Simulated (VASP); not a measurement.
Here is a VASP 6.6.1 calculation.

POSCAR

```
Os
1.0
    2.5394565796      0.0000000000      0.0000000000
    0.0000000000      2.5394565796      0.0000000000
    0.0000000000      0.0000000000      2.5394565796
Os
1
Direct
    0.0000000000      0.0000000000      0.0000000000
```

The input INCAR.step1:

```
SYSTEM = Os
ALGO = Normal
EDIFF = 1E-4
ENCUT = 520
GGA = PE
ISMEAR = -1
LASPH = .True.
LCHARG = .False.
LREAL = .False.
LWAVE = .True.
NBANDS = 10
NELM = 100
PREC = Accurate
SIGMA = 0.1
```

File INCAR.step2:

```
SYSTEM = Os
ALGO = Normal
EDIFF = 1E-6
ENCUT = 520
ISIF = 2
ISMEAR = -1
ISTART = 1
LASPH = .True.
LCHARG = .True.
LELF = .True.
LMIXTAU = .True.
LREAL = .False.
LVHAR = .True.
LWAVE = .False.
METAGGA = R2SCAN
NBANDS = 10
NELM = 100
PREC = Accurate
SIGMA = 0.1
```

File KPOINTS:

```
k-points
0
Gamma
  13 13 13
  0 0 0
```

Potentials or basis: VASP PAW PBE potentials, release 64 (Os).

Command:

```console
$ cat potpaw_PBE.64/Os/POTCAR > POTCAR
$ cp INCAR.step1 INCAR
$ mpirun -np 1 vasp_std > vasp.out
$ cp INCAR.step2 INCAR
$ mpirun -np 1 vasp_std > vasp.out
```

Q: Estimate the band gap on the k mesh.

A: Zero (bands 4 and 5 overlap by 5.70 eV).

Q: What does it give for the pressure?

A: 0.5 GPa.

Caveat: the PAW data sets were made with another functional, which shifts forces and pressure a little; spin-orbit coupling is left out, which moves the levels of the heavy elements.
